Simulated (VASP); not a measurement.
Input of a VASP 6.6.1 run:

INCAR

```
SYSTEM = Ga
PREC     = Accurate       ! precision mode
ENCUT    = 520            ! plane-wave cutoff, eV
EDIFF    = 1E-6           ! SCF threshold, eV
ISMEAR   = -1             ! smearing method
SIGMA    = 0.1            ! smearing width, eV
LREAL    = .FALSE.        ! projectors in reciprocal space
LASPH    = .TRUE.         ! aspherical terms in the spheres
NELM     = 60             ! most SCF steps
ALGO     = Normal         ! electronic algorithm
ISIF     = 2              ! what is computed and relaxed
LWAVE    = .FALSE.        ! write WAVECAR
LCHARG   = .FALSE.        ! write CHGCAR
GGA      = B5             ! functional
ALDAX    = 1.0          
AGGAX    = 1.0          
AGGAC    = 1.0          
ALDAC    = 0.0          
NBANDS   = 20             ! bands
```

File KPOINTS:

```
Automatic mesh
0
G
  10 10 10
  0 0 0
```

File POSCAR:

```
Ga
1.0
    0.0000000000      3.1389361323      3.1389361323
    3.1389361323      0.0000000000      3.1389361323
    3.1389361323      3.1389361323      0.0000000000
Ga
2
Direct
    0.1250000000      0.1250000000      0.1250000000
    0.8750000000      0.8750000000      0.8750000000
```

Potentials or basis: VASP PAW PBE potentials, release 64 (Ga_d).

Launch:

```console
$ cat potpaw_PBE.64/Ga_d/POTCAR > POTCAR
$ mpirun -np 1 vasp_std > vasp.out
```

(1) What does it give for the pressure?

(2) Predict the band gap on the k mesh.

Answers

(1) -2.0 GPa.

(2) zero (band 13 reaches 4.09 eV, above the bottom of band 14 at 0.93 eV).

Caveat: the PAW data sets were made with another functional, which shifts forces and pressure a little.
